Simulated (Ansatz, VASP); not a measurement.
One calculation of TlPb2, two programs

```
CELL_PARAMETERS angstrom
0.00000 4.68505 4.68505
4.68505 0.00000 4.68505
4.68505 4.68505 0.00000
ATOMIC_POSITIONS crystal
Tl 0.00000 0.00000 0.00000
Tl 0.25000 0.25000 0.25000
Pb 0.62500 0.62500 0.62500
Pb 0.12500 0.62500 0.62500
Pb 0.62500 0.12500 0.62500
Pb 0.62500 0.62500 0.12500
```

Change from the starting cell: relaxed end of: species swapped into the HfV2 type (Fd-3m, No. 227).

Alike in both runs: functional PBE; k mesh 8 × 8 × 8; occupations gaussian, width 0.1 eV; no spin polarisation.

Ansatz relaxed the structure, and its values are those at the end. VASP's run is a single point on that final structure, the one shown.

```csv
,VASP,Ansatz
version,VASP 6.6.1,Ansatz 0.2.0
potentials or method,"VASP PAW PBE potentials, release 64 (Tl_d, Pb_d), cutoff 520 eV","scalar-relativistic, plane waves, PAW"
valence electrons in the cell,82,82
```

Ansatz gave:

```
gap on the k mesh at the Fermi level (eV) : none
pressure (GPa)                            : 0.0
```

**Question.** Estimate VASP's values.

**Answer.** gap on the k mesh at the Fermi level (eV): none; pressure (GPa): -0.1.

A gap of «none» marks a metal or a gap that the smearing closes. With one functional, cell and mesh, what is left measures potentials, basis and numerics.

Neither program's run includes spin-orbit coupling.
